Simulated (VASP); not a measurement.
# Ta (Im-3m) in VASP: a series of runs

Ta is run at these levels: LDA; tasks: single point.

All numbers are computed with VASP 6.6.1; they aren't measurements. Logs are shortened: lines on timing, memory, paths and dates and some standing lists are left out, and cuts for length are marked.

## 1. The cell of the first run

It takes space group Im-3m (No. 229, cubic). Conventional cell: a = 3.187 Å, b = 3.187 Å, c = 3.187 Å, α = 90.00°, β = 90.00°, γ = 90.00°. Ta (site symmetry m-3m) has 14 Ta at 2.76 to 3.19 Å within 3.6 Å.

## 2. Single point, LDA (volume scaled by 0.94)

Input file INCAR:

```
SYSTEM = Ta
PREC = Accurate ; ENCUT = 520
EDIFF = 1E-6 ; ISMEAR = -1
SIGMA = 0.08 ; LREAL = .FALSE.
LASPH = .TRUE. ; NELM = 100
ALGO = Normal ; ISIF = 2
LWAVE = .FALSE. ; LCHARG = .FALSE.
GGA = CA ; NBANDS = 12
```

Input file KPOINTS:

```
Automatic mesh
0
G
  18 18 18
  0 0 0
```

Input file POSCAR:

```
Ta
1.0
   -1.5934046367      1.5934046367      1.5934046367
    1.5934046367     -1.5934046367      1.5934046367
    1.5934046367      1.5934046367     -1.5934046367
Ta
1
Direct
    0.0000000000      0.0000000000      0.0000000000
```

Potentials or basis: VASP PAW LDA potentials, release 64 (Ta_pv).

Launch:

```
> cat potpaw_LDA.64/Ta_pv/POTCAR > POTCAR
> mpirun -np 1 vasp_std > vasp.out
```

OUTCAR:

```text
SYSTEM = Ta
   PREC = Accurate
   ENCUT = 520
   EDIFF = 1E-6
   ISMEAR = -1
   LREAL = .FALSE.
   LASPH = .TRUE.
   NELM = 100
   ISIF = 2
   GGA = CA

 ion  position               nearest neighbor table
   1  0.000  0.000  0.000-

  LATTYP: Found a body centered cubic cell.
 ALAT       =     3.1868092734

  Lattice vectors:

 A1 = (  -1.5934046367,   1.5934046367,   1.5934046367)
 A2 = (   1.5934046367,  -1.5934046367,   1.5934046367)
 A3 = (   1.5934046367,   1.5934046367,  -1.5934046367)

Analysis of symmetry for initial positions (statically):
=====================================================================
 Subroutine PRICEL returns:
 Original cell was already a primitive cell.

 Routine SETGRP: Setting up the symmetry group for a
 body centered cubic supercell.

 Subroutine GETGRP returns: Found 48 space group operations
 (whereof 48 operations were pure point group operations)
 out of a pool of 48 trial point group operations.

The static configuration has the point symmetry O_h .

Analysis of symmetry for dynamics (positions and initial velocities):
=====================================================================
 Subroutine PRICEL returns:
 Original cell was already a primitive cell.

 Routine SETGRP: Setting up the symmetry group for a
 body centered cubic supercell.

 Subroutine GETGRP returns: Found 48 space group operations
 (whereof 48 operations were pure point group operations)
 out of a pool of 48 trial point group operations.

The dynamic configuration has the point symmetry O_h .

 Subroutine INISYM returns: Found 48 space group operations
 (whereof 48 operations are pure point group operations),
 and found     1 'primitive' translations

----------------------------------------------------------------------------------------

                                     Primitive cell

  volume of cell :      16.1822

  direct lattice vectors                    reciprocal lattice vectors
    -1.593404637  1.593404637  1.593404637     0.000000000  0.313793489  0.313793489
     1.593404637 -1.593404637  1.593404637     0.313793489  0.000000000  0.313793489
     1.593404637  1.593404637 -1.593404637     0.313793489  0.313793489  0.000000000

  length of vectors
     2.759857788  2.759857788  2.759857788     0.443771008  0.443771008  0.443771008

  position of ions in fractional coordinates (direct lattice)
     0.000000000  0.000000000  0.000000000

  ion indices of the primitive-cell ions
   primitive index   ion index
                 1           1

----------------------------------------------------------------------------------------

 KPOINTS: Automatic mesh

Automatic generation of k-mesh.
 Grid dimensions read from file:
 generate k-points for:   18   18   18

 Generating k-lattice:

  Cartesian coordinates                     Fractional coordinates (reciprocal lattice)
     0.000000000  0.017432972  0.017432972     0.055555556  0.000000000  0.000000000
     0.017432972  0.000000000  0.017432972     0.000000000  0.055555556  0.000000000
     0.017432972  0.017432972  0.000000000     0.000000000  0.000000000  0.055555556

  Length of vectors
     0.024653945  0.024653945  0.024653945

  Shift w.r.t. Gamma in fractional coordinates (k-lattice)
     0.000000000  0.000000000  0.000000000

 Subroutine IBZKPT returns following result:
 ===========================================

 Found    195 irreducible k-points:

 Following reciprocal coordinates:
            Coordinates               Weight
  0.000000  0.000000  0.000000      1.000000
  0.055556  0.000000  0.000000     12.000000
  0.111111  0.000000  0.000000     12.000000
  0.166667  0.000000  0.000000     12.000000
  0.222222  0.000000  0.000000     12.000000
  0.277778  0.000000  0.000000     12.000000
[... 16 lines left out ...]
  0.333333  0.111111 -0.000000     48.000000
  0.388889  0.111111  0.000000     48.000000
 [... further k-points ...]
   k-points           NKPTS =    195   k-points in BZ     NKDIM =    195   number of bands    NBANDS=     12
   number of dos      NEDOS =    301   number of ions     NIONS =      1
   total plane-waves  NPLWV =  13824
   dimension x,y,z NGX =    24 NGY =   24 NGZ =   24
   dimension x,y,z NGXF=    48 NGYF=   48 NGZF=   48
   ions per type =               1
   NGX,Y,Z   is equivalent  to a cutoff of  14.46, 14.46, 14.46 a.u.
   NGXF,Y,Z  is equivalent  to a cutoff of  28.91, 28.91, 28.91 a.u.
 SYSTEM =  Ta
   PREC   = accura    normal or accurate (medium, high low for compatibility)
   ISTART =      0    job   : 0-new  1-cont  2-samecut
   ICHARG =      2    charge: 1-file 2-atom 10-const
   ISPIN  =      1    spin polarized calculation?
   LNONCOLLINEAR =      F non collinear calculations
   LSORBIT =      F    spin-orbit coupling
   LASPH  =      T    aspherical Exc in radial PAW
   ENCUT  =  520.0 eV  38.22 Ry    6.18 a.u.   5.13  5.13  5.13*2*pi/ulx,y,z
   NELM   =    100;   NELMIN=  2; NELMDL= -5     # of ELM steps
   EDIFF  = 0.1E-05   stopping-criterion for ELM
   LREAL  =      F    real-space projection
   EDIFFG = 0.1E-04   stopping-criterion for IOM
   NSW    =      0    number of steps for IOM
   IBRION =     -1    ionic relax: 0-MD 1-quasi-New 2-CG
   NFREE  =      0    steps in history (QN), initial steepest desc. (CG)
   ISIF   =      2    stress and relaxation
   ISYM   =      2    0-nonsym 1-usesym 2-fastsym
   POTIM  = 0.5000    time-step for ionic-motion
   TEBEG  =    0.0;   TEEND  =   0.0 temperature during run
   PSTRESS=    0.0 pullay stress
   NELECT =      11.0000    total number of electrons
   NUPDOWN=      -1.0000    fix difference up-down
   EMIN   =  10.00;   EMAX   =-10.00  energy-range for DOS
   EFERMI =   0.00;   METHOD = LEGACY
   ISMEAR =    -1;   SIGMA  =   0.08  broadening in eV -4-tet -1-fermi 0-gaus
   EFERMI_NEDOS =   21; number of points for ismear=-14 and -15
   IALGO  =     38    algorithm
   IMIX   =      4    mixing-type and parameters
     AMIX     =   0.40;   BMIX     =  1.00
     AMIX_MAG =   1.60;   BMIX_MAG =  1.00
  volume/ion in A,a.u.               =      16.18       109.20
  Fermi-wavevector in a.u.,A,eV,Ry     =   1.439438  2.720144 28.191026  2.071982
  Thomas-Fermi vector in A             =   2.558294
   LORBIT       =      0    0 simple, 1 ext, 2 COOP (PROOUT), +10 PAW based schemes
   GGA     = CA    functional components
   LHFCALC =     F    Hartree Fock is set to
   AEXX    =    0.0000 exact exchange contribution
   IVDW    =     0    specifies the selected vdW correction
   LEPSILON=     F    determine dielectric tensor
   LRPA    =     F    only Hartree local field effects (RPA)
 non-spin polarized calculation
  energy-cutoff  :      520.00
  volume of cell :       16.18
 maximum number of plane-waves:       466
 NGX is ok and might be reduce to    24
   NGX = 11   NGY = 11   NGZ = 11

 number of electron      11.0000001 magnetization

 Free energy of the ion-electron system (eV)
  ---------------------------------------------------
  ext. energy  EPLUGINS =         0.00000000
  ---------------------------------------------------
  free energy    TOTEN  =       -12.78880964 eV

  energy without entropy =      -12.76429042  energy(sigma->0) =      -12.77655003

 E-fermi :   6.3203     XC(G=0): -13.3488

 val. band max:        6.3120481596   @ k =  -0.1667   0.1667   0.0556
 cond. band min:       6.3307474752   @ k =  -0.3333   0.3333   0.0556
 fundamental gap:      0.0186993156
 Fermi energy:         6.3203172185

 k-point     1 :       0.0000    0.0000    0.0000
  band No.  band energies     occupation
      1     -26.1491      2.00000
      2     -26.1491      2.00000
      3     -26.1491      2.00000
      4      -1.9057      2.00000
      5       6.9774      0.00054
      6       6.9774      0.00054
      7       6.9774      0.00054
      8      10.6336      0.00000
      9      10.6336      0.00000
     10      20.3721      0.00000
     11      21.8983      0.00000
     12      21.8983      0.00000

 k-point     2 :       0.0556    0.0000    0.0000
  band No.  band energies     occupation
      1     -26.2061      2.00000
      2     -26.1660      2.00000
      3     -26.1496      2.00000
      4      -1.7456      2.00000
      5       6.8724      0.00201
      6       6.9498      0.00076
      7       7.1338      0.00008
      8      10.4545      0.00000
      9      10.6323      0.00000
     10      20.3720      0.00000
     11      22.0476      0.00000
     12      22.1713      0.00000

 k-point     3 :       0.1111    0.0000    0.0000
  band No.  band energies     occupation
      1     -26.3676      2.00000
      2     -26.2144      2.00000
      3     -26.1509      2.00000
      4      -1.2861      2.00000
      5       6.5846      0.07086
      6       6.8320      0.00333
      7       7.5983      0.00000
      8      10.0884      0.00000
      9      10.6384      0.00000
     10      20.3719      0.00000
     11      22.4344      0.00000
     12      22.9618      0.00000
[... 286 lines left out ...]
 k-point    23 :       0.3333    0.1111   -0.0000
  band No.  band energies     occupation
      1     -27.6186      2.00000
      2     -26.6780      2.00000
      3     -26.2368      2.00000
      4       1.9496      2.00000
      5       4.7041      2.00000
      6       6.6899      0.01952
      7      10.3479      0.00000
      8      11.6981      0.00000
      9      14.1226      0.00000
     10      20.0684      0.00000
     11      20.3992      0.00000
     12      21.3687      0.00000

 k-point    24 :       0.3889    0.1111    0.0000
  band No.  band energies     occupation
      1     -27.7311      2.00000
      2     -26.7334      2.00000
      3     -26.2394      2.00000
      4       1.9250      2.00000
      5       4.5542      2.00000
      6       7.4312      0.00000
      7      10.4346      0.00000
      8      11.9428      0.00000
      9      15.2863      0.00000
     10      19.3713      0.00000
     11      20.2056      0.00000
     12      20.4324      0.00000

 [... further k-points ...]
[... 5 lines left out ...]
  --------------------------------------------------------------------------------------
  -------------------------------------------------------------------------------------
  Total        1.6569624      1.6569624      1.6569624     -0.0000000      0.0000000     -0.0000000
  in kB      164.0533179    164.0533179    164.0533179     -0.0000000      0.0000000     -0.0000000
  external PRESSURE =     164.0533179 kB  Pullay stress =       0.0000000 kB

 VOLUME and BASIS-vectors are now :
 -----------------------------------------------------------------------------
  energy-cutoff  :      520.00
  volume of cell :       16.18
      direct lattice vectors                 reciprocal lattice vectors
    -1.593404637  1.593404637  1.593404637     0.000000000  0.313793489  0.313793489
     1.593404637 -1.593404637  1.593404637     0.313793489  0.000000000  0.313793489
     1.593404637  1.593404637 -1.593404637     0.313793489  0.313793489  0.000000000

 POSITION                                       TOTAL-FORCE (eV/Angst)
 -----------------------------------------------------------------------------------
      0.00000      0.00000      0.00000        -0.000000      0.000000     -0.000000
 -----------------------------------------------------------------------------------
    total drift:                                0.000000      0.000000     -0.000000

  FREE ENERGIE OF THE ION-ELECTRON SYSTEM (eV)
  ---------------------------------------------------
  free  energy   TOTEN  =       -12.7888096421 eV

  energy  without entropy=      -12.7642904171  energy(sigma->0) =      -12.77655003
```

It took 21 s on 1 thread of Intel Xeon Platinum 8259CL at 2.50GHz (Skylake/Cascade Lake), shared host; peak memory 0.16 GiB.

What came out:

```yaml
Free_energy: -12.7888 eV
Pressure: 16.4 GPa
```

Caveat: spin-orbit coupling is left out, which moves the levels of the heavy elements.

## 3. Single point, LDA (volume scaled by 0.94)

Input file INCAR:

```
PREC = Accurate
ENCUT = 520
EDIFF = 1E-6
ISMEAR = -1
SIGMA = 0.08
LREAL = F
LASPH = T
NELM = 60
ALGO = Normal
ISIF = 2
LWAVE = F
LCHARG = T
GGA = CA
LELF = T
LVHAR = T
NBANDS = 12
```

Input file KPOINTS:

```
regular mesh
0
Gamma
  18 18 18
```

POSCAR is that of step 2.

Potentials or basis: VASP PAW LDA potentials, release 64 (Ta_pv).

Launch:

```
> cat potpaw_LDA.64/Ta_pv/POTCAR > POTCAR
> mpirun -np 1 vasp_std > vasp.out
```

Wall time 23 s (1 thread of Intel Xeon Platinum 8259CL at 2.50GHz (Skylake/Cascade Lake), shared host); peak memory 0.16 GiB.

The run converged. Its results:

* Free energy: -12.7888 eV
* Pressure: 16.4 GPa

Levels at points of the mesh, in eV from the Fermi level:
| k point | band 3 | band 4 | band 5 | band 6 | band 7 | band 8 | band 9 | band 10 |
| --- | --- | --- | --- | --- | --- | --- | --- | --- |
| (0.00, 0.00, 0.00) | -32.47 | -8.23 | 0.66 | 0.66 | 0.66 | 4.31 | 4.31 | 14.05 |
| (0.50, 0.00, 0.00) | -32.49 | -4.87 | -1.93 | 2.32 | 4.28 | 5.42 | 8.86 | 12.53 |
| (0.50, 0.50, 0.50) | -33.63 | -4.50 | -4.50 | 7.70 | 7.70 | 7.70 | 9.81 | 9.81 |

Caveat: spin-orbit coupling is left out, which moves the levels of the heavy elements.
